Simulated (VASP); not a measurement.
A run of VASP 6.6.1 is set up as follows.

The input INCAR:

```
PREC = Accurate
ENCUT = 520
EDIFF = 1E-7
ISMEAR = 0
SIGMA = 0.1
LREAL = False
LASPH = True
NELM = 100
ALGO = Normal
ISIF = 2
LWAVE = False
LCHARG = True
GGA = PE
LELF = True
LVHAR = True
NBANDS = 36
```

KPOINTS

```
regular mesh
0
Gamma
  12 12 6
```

Contents of POSCAR:

```
Nd2Hf2F
1.0
    5.1941341407      0.0000000000      0.0000000000
   -2.5970670703      4.4982521165      0.0000000000
    0.0000000000      0.0000000000      6.0973587162
Nd Hf F
2 2 1
Direct
    0.3333333333      0.6666666667      0.5000000000
    0.6666666667      0.3333333333      0.5000000000
    0.3333333333      0.6666666667      0.0000000000
    0.6666666667      0.3333333333      0.0000000000
    0.0000000000      0.0000000000      0.0000000000
```

Potentials or basis: VASP PAW PBE potentials, release 64 (Nd, Hf_pv, F).

The run is started by

```sh
$ cat potpaw_PBE.64/Nd/POTCAR potpaw_PBE.64/Hf_pv/POTCAR potpaw_PBE.64/F/POTCAR > POTCAR
$ mpirun -np 1 vasp_std > vasp.out
```

Task: Estimate the band gap on the k mesh.

Result: Zero (an odd number of electrons rules out a gap without spin polarisation).

Task: What does it give for the pressure?

Result: -6.9 GPa.

Stress tensor (GPa, compression positive):
```
-7.13  0.00  0.00
 0.00 -7.13  0.00
 0.00  0.00 -6.35
```

Caveat: the cell stands under tension; spin-orbit coupling is left out, which moves the levels of the heavy elements; an odd number of electrons without spin polarisation forces a metal; a magnetic or distorted state may lie lower; the run has no spin polarisation, though such a crystal can be magnetic; semilocal functionals describe open f shells poorly, which spoils levels, moments and volumes. With open d or f shells a metallic result of PBE can be an artefact of self-interaction; +U or a hybrid may open a gap.
